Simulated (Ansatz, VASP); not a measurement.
## Si4W: VASP beside Ansatz

```
CELL_PARAMETERS angstrom
-2.80554 2.80554 2.80554
2.80554 -2.80554 2.80554
2.80554 2.80554 -2.80554
ATOMIC_POSITIONS crystal
Si 0.50000 0.50000 0.50000
Si 0.00000 0.00000 0.50000
Si 0.00000 0.50000 0.00000
Si 0.50000 0.00000 0.00000
W 0.00000 0.00000 0.00000
```

Alike in both runs: functional PBE; k mesh 4 × 4 × 4; occupations gaussian, width 0.1 eV; no spin polarisation.

Ansatz relaxed the structure, and its values are those at the end. VASP's run is a single point on that final structure, the one shown.

|  | VASP | Ansatz |
| --- | --- | --- |
| version | VASP 6.6.1 | Ansatz 0.2.0 |
| potentials or method | VASP PAW PBE potentials, release 64 (Si, W_sv), cutoff 520 eV | scalar-relativistic, plane waves, PAW |
| valence electrons in the cell | 30 | 30 |

VASP gave:

* gap on the k mesh at the Fermi level (eV): none
* pressure (GPa): 0.3

Problem. Estimate Ansatz's values.

Solution. gap on the k mesh at the Fermi level (eV): none; pressure (GPa): 0.4.

A gap of «none» marks a metal or a gap that the smearing closes.

The k mesh is coarse, so the values compare programs but aren't converged. Spin-orbit coupling is off throughout.
